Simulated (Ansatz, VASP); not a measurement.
# One calculation of Al, two programs

```xyz
6
Lattice="-2.8036 0.0000 0.0000 -1.4018 -2.4280 0.0000 -2.1806 -1.6186 14.0253" Properties=species:S:1:pos:R:3 pbc="T T T"
Al   -2.8036   -1.6186    1.1690
Al   -2.8036   -1.6186    5.8441
Al   -2.8036   -1.6186   10.5192
Al   -1.4018   -0.8093   12.8567
Al   -1.4018   -0.8093    3.5066
Al   -1.4018   -0.8093    8.1816
```

Alike in both runs: task single point; functional PBE; dispersion D3(BJ); k mesh 18 × 18 × 3; occupations gaussian, width 0.15 eV; no spin polarisation.

|  | VASP | Ansatz |
| --- | --- | --- |
| version | VASP 6.6.1 | Ansatz 0.2.0 |
| potentials or method | VASP PAW PBE potentials, release 64 (Al), cutoff 520 eV | scalar-relativistic, plane waves, PAW |
| valence electrons in the cell | 18 | 18 |

```csv
,VASP,Ansatz,Ansatz less VASP
gap on the k mesh at the Fermi level (eV),none,none,-
pressure (GPa),1.8,1.8,0.00
"traceless stress, the component that is largest in VASP (GPa)",2.27,2.27,0.000
rms of the force components (eV/Å),0.457,0.456,-0.0003
```

Atom by atom the forces differ by 0.001 eV/Å (rms over components). A gap of «none» marks a metal or a gap that the smearing closes.
